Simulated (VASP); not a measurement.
Set up this calculation in VASP 6.6.1, as the native input.

| Quantity | Value |
| --- | --- |
| Task | single point |
| Functional | PBE |
| Potentials or basis | VASP PAW PBE potentials, release 64 (Fe) |
| Cutoff | 520 eV |
| k mesh | 38 × 38 × 38 |
| Occupations | fermi-dirac, width 0.0612256 eV |
| Spin | no spin polarisation |
| Dipole correction | no |
| Further INCAR settings | ALGO = Normal; EDIFF = 1e-06; NBANDS = 15 |

The structure of Fe lies in POSCAR:

```
Fe
1.0
    0.0000000000      2.4844946835      2.4844946835
    2.4844946835      0.0000000000      2.4844946835
    2.4844946835      2.4844946835      0.0000000000
Fe
2
Direct
    0.0000000000      0.0000000000      0.0000000000
    0.2500000000      0.2500000000      0.2500000000
```

This isn't the form of Fe at room conditions, which is bcc.

The input as run:

INCAR

```
SYSTEM = Fe
  PREC = Accurate
  ENCUT = 520
  EDIFF = 1E-6
  ISMEAR = -1
  SIGMA = 0.06122561905347299
  LREAL = .FALSE.
  LASPH = .TRUE.
  NELM = 80
  ALGO = Normal
  ISIF = 2
  LWAVE = .FALSE.
  LCHARG = .TRUE.
  GGA = PE
  LELF = .TRUE.
  LVHAR = .TRUE.
  NBANDS = 15
```

KPOINTS

```
regular mesh
0
G
  38 38 38
  0 0 0
```

Potentials or basis: VASP PAW PBE potentials, release 64 (Fe).

Command:

```bash
$ cat potpaw_PBE.64/Fe/POTCAR > POTCAR
$ mpirun -np 1 vasp_std > vasp.out
```

Results of the run:

```
Pressure               : -8.9 GPa
Band gap on the k mesh : zero (bands 8 and 9 overlap by 0.70 eV)
```

Caveat: the cell stands under tension; the run has no spin polarisation, though such a crystal can be magnetic.

It took 13 min on 1 thread of Intel Xeon 8259CL (shared host), peak memory 0.66 GiB.
